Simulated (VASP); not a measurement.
# Re (Pm-3m) in VASP: further runs

Re is run at these levels: PBEsol; tasks: single point.

Everything below comes from runs of VASP 6.6.1. Logs are shortened: lines on timing, memory, paths and dates and some standing lists are left out, and cuts for length are marked.

### 1 The cell of the first run

It takes space group Pm-3m (No. 221, cubic). The conventional cell has a = 2.520 Å, b = 2.520 Å, c = 2.520 Å, α = 90.00°, β = 90.00°, γ = 90.00°. Re (site symmetry m-3m) has 6 Re at 2.52 Å within 3.3 Å.

### 2 Single point, PBEsol (volume scaled by 0.96)

INCAR

```
PREC     = Accurate       # precision mode
ENCUT    = 520            # plane-wave cutoff, eV
EDIFF    = 1E-6           # SCF threshold, eV
ISMEAR   = -1             # smearing method
SIGMA    = 0.1            # smearing width, eV
LREAL    = False          # projectors in reciprocal space
LASPH    = True           # aspherical terms in the spheres
NELM     = 80             # most SCF steps
ALGO     = Normal         # electronic algorithm
ISIF     = 2              # what is computed and relaxed
LWAVE    = False          # write WAVECAR
LCHARG   = False          # write CHGCAR
GGA      = PS             # functional
NBANDS   = 10             # bands
```

KPOINTS

```
Automatic mesh
0
Gamma
  14 14 14
```

POSCAR

```
Re
1.0
    2.5195918127      0.0000000000      0.0000000000
    0.0000000000      2.5195918127      0.0000000000
    0.0000000000      0.0000000000      2.5195918127
Re
1
Direct
    0.0000000000      0.0000000000      0.0000000000
```

Potentials or basis: VASP PAW PBE potentials, release 64 (Re).

On the command line:

```console
$ cat potpaw_PBE.64/Re/POTCAR > POTCAR
$ mpirun -np 1 vasp_std > vasp.out
```

OUTCAR:

```text
PREC = Accurate
   ENCUT = 520
   EDIFF = 1E-6
   ISMEAR = -1
   LREAL = False
   LASPH = True
   NELM = 80
   ISIF = 2
   GGA = PS

 ion  position               nearest neighbor table
   1  0.000  0.000  0.000-

  LATTYP: Found a simple cubic cell.
 ALAT       =     2.5195918127

  Lattice vectors:

 A1 = (   2.5195918127,   0.0000000000,   0.0000000000)
 A2 = (   0.0000000000,   2.5195918127,   0.0000000000)
 A3 = (   0.0000000000,   0.0000000000,   2.5195918127)

Analysis of symmetry for initial positions (statically):
=====================================================================
 Subroutine PRICEL returns:
 Original cell was already a primitive cell.

 Routine SETGRP: Setting up the symmetry group for a
 simple cubic supercell.

 Subroutine GETGRP returns: Found 48 space group operations
 (whereof 48 operations were pure point group operations)
 out of a pool of 48 trial point group operations.

The static configuration has the point symmetry O_h .

Analysis of symmetry for dynamics (positions and initial velocities):
=====================================================================
 Subroutine PRICEL returns:
 Original cell was already a primitive cell.

 Routine SETGRP: Setting up the symmetry group for a
 simple cubic supercell.

 Subroutine GETGRP returns: Found 48 space group operations
 (whereof 48 operations were pure point group operations)
 out of a pool of 48 trial point group operations.

The dynamic configuration has the point symmetry O_h .

 Subroutine INISYM returns: Found 48 space group operations
 (whereof 48 operations are pure point group operations),
 and found     1 'primitive' translations

----------------------------------------------------------------------------------------

                                     Primitive cell

  volume of cell :      15.9952

  direct lattice vectors                    reciprocal lattice vectors
     2.519591813  0.000000000  0.000000000     0.396889685  0.000000000  0.000000000
     0.000000000  2.519591813  0.000000000     0.000000000  0.396889685  0.000000000
     0.000000000  0.000000000  2.519591813     0.000000000  0.000000000  0.396889685

  length of vectors
     2.519591813  2.519591813  2.519591813     0.396889685  0.396889685  0.396889685

[... 74 lines left out ...]
   LSORBIT =      F    spin-orbit coupling
   LASPH  =      T    aspherical Exc in radial PAW
   ENCUT  =  520.0 eV  38.22 Ry    6.18 a.u.   4.68  4.68  4.68*2*pi/ulx,y,z
   NELM   =     80;   NELMIN=  2; NELMDL= -5     # of ELM steps
   EDIFF  = 0.1E-05   stopping-criterion for ELM
   LREAL  =      F    real-space projection
   EDIFFG = 0.1E-04   stopping-criterion for IOM
   NSW    =      0    number of steps for IOM
   IBRION =     -1    ionic relax: 0-MD 1-quasi-New 2-CG
   NFREE  =      0    steps in history (QN), initial steepest desc. (CG)
   ISIF   =      2    stress and relaxation
   ISYM   =      2    0-nonsym 1-usesym 2-fastsym
   POTIM  = 0.5000    time-step for ionic-motion
   TEBEG  =    0.0;   TEEND  =   0.0 temperature during run
   PSTRESS=    0.0 pullay stress
   NELECT =       7.0000    total number of electrons
   NUPDOWN=      -1.0000    fix difference up-down
   EMIN   =  10.00;   EMAX   =-10.00  energy-range for DOS
   EFERMI =   0.00;   METHOD = LEGACY
   ISMEAR =    -1;   SIGMA  =   0.10  broadening in eV -4-tet -1-fermi 0-gaus
   EFERMI_NEDOS =   21; number of points for ismear=-14 and -15
   IALGO  =     38    algorithm
   IMIX   =      4    mixing-type and parameters
     AMIX     =   0.40;   BMIX     =  1.00
     AMIX_MAG =   1.60;   BMIX_MAG =  1.00
  volume/ion in A,a.u.               =      16.00       107.94
  Fermi-wavevector in a.u.,A,eV,Ry     =   1.242922  2.348783 21.019041  1.544856
  Thomas-Fermi vector in A             =   2.377256
   LORBIT       =      0    0 simple, 1 ext, 2 COOP (PROOUT), +10 PAW based schemes
   GGA     = PS    functional components
   LHFCALC =     F    Hartree Fock is set to
   AEXX    =    0.0000 exact exchange contribution
   IVDW    =     0    specifies the selected vdW correction
   LEPSILON=     F    determine dielectric tensor
   LRPA    =     F    only Hartree local field effects (RPA)
 non-spin polarized calculation
  energy-cutoff  :      520.00
  volume of cell :       16.00
 maximum number of plane-waves:       449
 NGX is ok and might be reduce to    20
   NGX =  9   NGY =  9   NGZ =  9

 number of electron       6.9999999 magnetization

 Free energy of the ion-electron system (eV)
  ---------------------------------------------------
  ext. energy  EPLUGINS =         0.00000000
  ---------------------------------------------------
  free energy    TOTEN  =       -11.93885722 eV

  energy without entropy =      -11.90330281  energy(sigma->0) =      -11.92108002

 E-fermi :   7.3194     XC(G=0): -13.2163

 val. band max:        7.3121747281   @ k =   0.2857   0.1429   0.1429
 cond. band min:       7.3519040672   @ k =   0.2143   0.2143   0.0000
 fundamental gap:      0.0397293391
 Fermi energy:         7.3194359147

 k-point     1 :       0.0000    0.0000    0.0000
  band No.  band energies     occupation
      1      -2.4165      2.00000
      2       1.4579      2.00000
      3       1.4579      2.00000
      4      11.1470      0.00000
      5      11.1470      0.00000
      6      11.1470      0.00000
      7      23.1652      0.00000
      8      23.1652      0.00000
      9      23.1652      0.00000
     10      29.4618      0.00000
[... 287 lines left out ...]
 k-point    24 :       0.3571    0.2143    0.0000
  band No.  band energies     occupation
      1       1.4472      2.00000
      2       3.0935      2.00000
      3       4.9600      2.00000
      4       7.9842      0.00259
      5       8.2250      0.00023
      6       9.8000      0.00000
      7      17.3757      0.00000
      8      22.8391      0.00000
      9      25.7765      0.00000
     10      31.1402      0.00000

 [... further k-points ...]
[... 5 lines left out ...]
  --------------------------------------------------------------------------------------
  -------------------------------------------------------------------------------------
  Total        1.1103148      1.1103148      1.1103148      0.0000000     -0.0000000      0.0000000
  in kB      111.2157161    111.2157161    111.2157161      0.0000000     -0.0000000      0.0000000
  external PRESSURE =     111.2157161 kB  Pullay stress =       0.0000000 kB

 VOLUME and BASIS-vectors are now :
 -----------------------------------------------------------------------------
  energy-cutoff  :      520.00
  volume of cell :       16.00
      direct lattice vectors                 reciprocal lattice vectors
     2.519591813  0.000000000  0.000000000     0.396889685  0.000000000  0.000000000
     0.000000000  2.519591813  0.000000000     0.000000000  0.396889685  0.000000000
     0.000000000  0.000000000  2.519591813     0.000000000  0.000000000  0.396889685

 POSITION                                       TOTAL-FORCE (eV/Angst)
 -----------------------------------------------------------------------------------
      0.00000      0.00000      0.00000         0.000000      0.000000      0.000000
 -----------------------------------------------------------------------------------
    total drift:                                0.000000      0.000000      0.000000

  FREE ENERGIE OF THE ION-ELECTRON SYSTEM (eV)
  ---------------------------------------------------
  free  energy   TOTEN  =       -11.9388572162 eV

  energy  without entropy=      -11.9033028148  energy(sigma->0) =      -11.92108002
```

stdout:

```text
POSCAR found type information on POSCAR Re
 POSCAR found :  1 types and       1 ions
 scaLAPACK will be used
 -----------------------------------------------------------------------------
|                                                                             |
|                                                                             |
|     You enforced a specific xc type in the INCAR file but a different       |
|     I HOPE YOU KNOW WHAT YOU ARE DOING!                                     |
|                                                                             |
 -----------------------------------------------------------------------------

 LDA part: xc-table for (Slater+PW92), standard interpolation
 POSCAR, INCAR and KPOINTS ok, starting setup
 FFT: planning ... GRIDC
 FFT: planning ... GRID_SOFT
 FFT: planning ... GRID
 WAVECAR not read
 entering main loop
```

It took 6.2 s on 1 thread of Intel Xeon 6975P-C (Granite Rapids), shared host; peak memory 0.14 GiB.

Results:

```yaml
Free_energy: -11.9389 eV
Pressure: 11.1 GPa
```

Levels at points of the mesh, in eV from the Fermi level:
```tsv
k point	band 1	band 2	band 3	band 4	band 5	band 6
(0.00, 0.00, 0.00)	-9.74	-5.86	-5.86	3.83	3.83	3.83
(0.50, 0.00, 0.00)	-6.18	-4.85	-1.15	-0.20	-0.20	4.26
(0.50, 0.50, 0.00)	-7.02	-4.16	0.61	0.61	4.90	4.90
(0.50, 0.50, 0.50)	-5.29	-5.29	-5.29	7.03	7.03	7.69
```

Caveat: the cell differs from its parent crystal (volume scaled by 0.96); the PAW data sets were made with another functional, which shifts forces and pressure a little; spin-orbit coupling is left out, which moves the levels of the heavy elements.

### 3 Single point, PBEsol

This run uses another cell than the first one, of 16.66 Å³/atom, 1.042 times its volume.

INCAR

```
PREC = Accurate
ENCUT = 520
EDIFF = 1E-6
ISMEAR = -1
SIGMA = 0.1
LREAL = False
LASPH = True
NELM = 80
ALGO = Normal
ISIF = 2
LWAVE = False
LCHARG = False
GGA = PS
NBANDS = 10
```

KPOINTS

```
regular mesh
0
Gamma
  14 14 14
```

POSCAR

```
Re
1.0
    2.5541110586      0.0000000000      0.0000000000
    0.0000000000      2.5541110586      0.0000000000
    0.0000000000      0.0000000000      2.5541110586
Re
1
Direct
    0.0000000000      0.0000000000      0.0000000000
```

Potentials or basis: VASP PAW PBE potentials, release 64 (Re).

On the command line:

```console
$ cat potpaw_PBE.64/Re/POTCAR > POTCAR
$ mpirun -np 1 vasp_std > vasp.out
```

Run time: 6.2 s. Hardware: 1 thread of Intel Xeon 6975P-C (Granite Rapids), shared host; peak memory 0.13 GiB.

The run converged. Its results:

- Free energy: -11.9584 eV
- Pressure: -1.4 GPa

Levels at points of the mesh, in eV from the Fermi level:
```csv
k point,band 1,band 2,band 3,band 4,band 5,band 6
"(0.00, 0.00, 0.00)",-9.46,-5.57,-5.57,3.59,3.59,3.59
"(0.50, 0.00, 0.00)",-5.99,-4.61,-1.11,-0.18,-0.18,3.98
"(0.50, 0.50, 0.00)",-6.62,-4.01,0.57,0.57,4.72,4.72
"(0.50, 0.50, 0.50)",-4.99,-4.99,-4.99,6.60,6.60,7.82
```

Caveat: the PAW data sets were made with another functional, which shifts forces and pressure a little; spin-orbit coupling is left out, which moves the levels of the heavy elements.

### 4 Single point, PBEsol (volume scaled by 1.04)

INCAR

```
SYSTEM = Re
ALGO = Normal ; EDIFF = 1E-6
ENCUT = 520 ; GGA = PS
ISIF = 2 ; ISMEAR = -1
LASPH = .True. ; LCHARG = .False.
LREAL = .False. ; LWAVE = .False.
NBANDS = 10 ; NELM = 60
PREC = Accurate ; SIGMA = 0.1
```

KPOINTS

```
k-points
0
Gamma
  14 14 14
  0 0 0
```

POSCAR

```
Re
1.0
    2.5877216374      0.0000000000      0.0000000000
    0.0000000000      2.5877216374      0.0000000000
    0.0000000000      0.0000000000      2.5877216374
Re
1
Direct
    0.0000000000      0.0000000000      0.0000000000
```

Potentials or basis: VASP PAW PBE potentials, release 64 (Re).

On the command line:

```console
$ cat potpaw_PBE.64/Re/POTCAR > POTCAR
$ mpirun -np 1 vasp_std > vasp.out
```

OUTCAR:

```text
SYSTEM = Re
   EDIFF = 1E-6
   ENCUT = 520
   GGA = PS
   ISIF = 2
   ISMEAR = -1
   LASPH = .True.
   LREAL = .False.
   NELM = 60
   PREC = Accurate

 ion  position               nearest neighbor table
   1  0.000  0.000  0.000-

  LATTYP: Found a simple cubic cell.
 ALAT       =     2.5877216374

  Lattice vectors:

 A1 = (   2.5877216374,   0.0000000000,   0.0000000000)
 A2 = (   0.0000000000,   2.5877216374,   0.0000000000)
 A3 = (   0.0000000000,   0.0000000000,   2.5877216374)

Analysis of symmetry for initial positions (statically):
=====================================================================
 Subroutine PRICEL returns:
 Original cell was already a primitive cell.

 Routine SETGRP: Setting up the symmetry group for a
 simple cubic supercell.

 Subroutine GETGRP returns: Found 48 space group operations
 (whereof 48 operations were pure point group operations)
 out of a pool of 48 trial point group operations.

The static configuration has the point symmetry O_h .

Analysis of symmetry for dynamics (positions and initial velocities):
=====================================================================
 Subroutine PRICEL returns:
 Original cell was already a primitive cell.

 Routine SETGRP: Setting up the symmetry group for a
 simple cubic supercell.

 Subroutine GETGRP returns: Found 48 space group operations
 (whereof 48 operations were pure point group operations)
 out of a pool of 48 trial point group operations.

The dynamic configuration has the point symmetry O_h .

 Subroutine INISYM returns: Found 48 space group operations
 (whereof 48 operations are pure point group operations),
 and found     1 'primitive' translations

----------------------------------------------------------------------------------------

                                     Primitive cell

[... 104 lines left out ...]
   EFERMI_NEDOS =   21; number of points for ismear=-14 and -15
   IALGO  =     38    algorithm
   IMIX   =      4    mixing-type and parameters
     AMIX     =   0.40;   BMIX     =  1.00
     AMIX_MAG =   1.60;   BMIX_MAG =  1.00
  volume/ion in A,a.u.               =      17.33       116.94
  Fermi-wavevector in a.u.,A,eV,Ry     =   1.210199  2.286944 19.926827  1.464580
  Thomas-Fermi vector in A             =   2.345753
   LORBIT       =      0    0 simple, 1 ext, 2 COOP (PROOUT), +10 PAW based schemes
   GGA     = PS    functional components
   LHFCALC =     F    Hartree Fock is set to
   AEXX    =    0.0000 exact exchange contribution
   IVDW    =     0    specifies the selected vdW correction
   LEPSILON=     F    determine dielectric tensor
   LRPA    =     F    only Hartree local field effects (RPA)
 non-spin polarized calculation
  energy-cutoff  :      520.00
  volume of cell :       17.33
 maximum number of plane-waves:       480
 NGX is ok and might be reduce to    20
   NGX =  9   NGY =  9   NGZ =  9

 number of electron       7.0000001 magnetization

 Free energy of the ion-electron system (eV)
  ---------------------------------------------------
  ext. energy  EPLUGINS =         0.00000000
  ---------------------------------------------------
  free energy    TOTEN  =       -11.93115409 eV

  energy without entropy =      -11.89103753  energy(sigma->0) =      -11.91109581

 E-fermi :   6.3873     XC(G=0): -12.7927

 val. band max:        6.3608825296   @ k =   0.4286   0.0000   0.0000
 cond. band min:       6.3909764328   @ k =   0.4286   0.4286   0.0714
 fundamental gap:      0.0300939032
 Fermi energy:         6.3872946899

 k-point     1 :       0.0000    0.0000    0.0000
  band No.  band energies     occupation
      1      -2.7997      2.00000
      2       1.0901      2.00000
      3       1.0901      2.00000
      4       9.7556      0.00000
      5       9.7556      0.00000
      6       9.7556      0.00000
      7      21.5379      0.00000
      8      21.5379      0.00000
      9      21.5379      0.00000
     10      27.4400      0.00000
[... 287 lines left out ...]
 k-point    24 :       0.3571    0.2143    0.0000
  band No.  band energies     occupation
      1       0.8932      2.00000
      2       2.5673      2.00000
      3       4.1900      2.00000
      4       6.9893      0.00485
      5       7.1415      0.00106
      6       8.5837      0.00000
      7      15.7341      0.00000
      8      21.0896      0.00000
      9      24.2507      0.00000
     10      29.0336      0.00000

 [... further k-points ...]
[... 5 lines left out ...]
  --------------------------------------------------------------------------------------
  -------------------------------------------------------------------------------------
  Total       -1.2394341     -1.2394341     -1.2394341     -0.0000000     -0.0000000      0.0000000
  in kB     -114.5991424   -114.5991424   -114.5991424     -0.0000000     -0.0000000      0.0000000
  external PRESSURE =    -114.5991424 kB  Pullay stress =       0.0000000 kB

 VOLUME and BASIS-vectors are now :
 -----------------------------------------------------------------------------
  energy-cutoff  :      520.00
  volume of cell :       17.33
      direct lattice vectors                 reciprocal lattice vectors
     2.587721637  0.000000000  0.000000000     0.386440329  0.000000000  0.000000000
     0.000000000  2.587721637  0.000000000     0.000000000  0.386440329  0.000000000
     0.000000000  0.000000000  2.587721637     0.000000000  0.000000000  0.386440329

 POSITION                                       TOTAL-FORCE (eV/Angst)
 -----------------------------------------------------------------------------------
      0.00000      0.00000      0.00000         0.000000      0.000000      0.000000
 -----------------------------------------------------------------------------------
    total drift:                               -0.000000      0.000000      0.000000

  FREE ENERGIE OF THE ION-ELECTRON SYSTEM (eV)
  ---------------------------------------------------
  free  energy   TOTEN  =       -11.9311540898 eV

  energy  without entropy=      -11.8910375256  energy(sigma->0) =      -11.91109581
```

stdout:

```text
POSCAR found type information on POSCAR Re
 POSCAR found :  1 types and       1 ions
 scaLAPACK will be used
 -----------------------------------------------------------------------------
|                                                                             |
|                                                                             |
|     You enforced a specific xc type in the INCAR file but a different       |
|     I HOPE YOU KNOW WHAT YOU ARE DOING!                                     |
|                                                                             |
 -----------------------------------------------------------------------------

 LDA part: xc-table for (Slater+PW92), standard interpolation
 POSCAR, INCAR and KPOINTS ok, starting setup
 FFT: planning ... GRIDC
 FFT: planning ... GRID_SOFT
 FFT: planning ... GRID
 WAVECAR not read
 entering main loop
```

Run time: 6.2 s. Hardware: 1 thread of Intel Xeon 6975P-C (Granite Rapids), shared host; peak memory 0.13 GiB.

What came out:

```
Free energy : -11.9312 eV
Pressure    : -11.5 GPa
```

Caveat: the cell differs from its parent crystal (volume scaled by 1.04); the PAW data sets were made with another functional, which shifts forces and pressure a little; spin-orbit coupling is left out, which moves the levels of the heavy elements.

### 5 Overview

| cell | gap on the mesh (eV) | pressure (GPa) |
| --- | --- | --- |
| a = 2.520 Å, 1 atom | none | 11.1 |
| a = 2.554 Å, 1 atom | none | -1.4 |
| a = 2.588 Å, 1 atom | none | -11.5 |

Alike in all rows: task single point; level PBEsol; potentials or basis VASP PAW PBE potentials, release 64 (Re); no spin polarisation; k mesh 14 × 14 × 14; cutoff (eV) 520; smearing fermi-dirac 0.1 eV.

Caveats: the PAW data sets were made with another functional, which shifts forces and pressure a little; spin-orbit coupling is left out, which moves the levels of the heavy elements.

Total energies depend on the potentials used, so only differences within one code and one set of settings carry meaning.
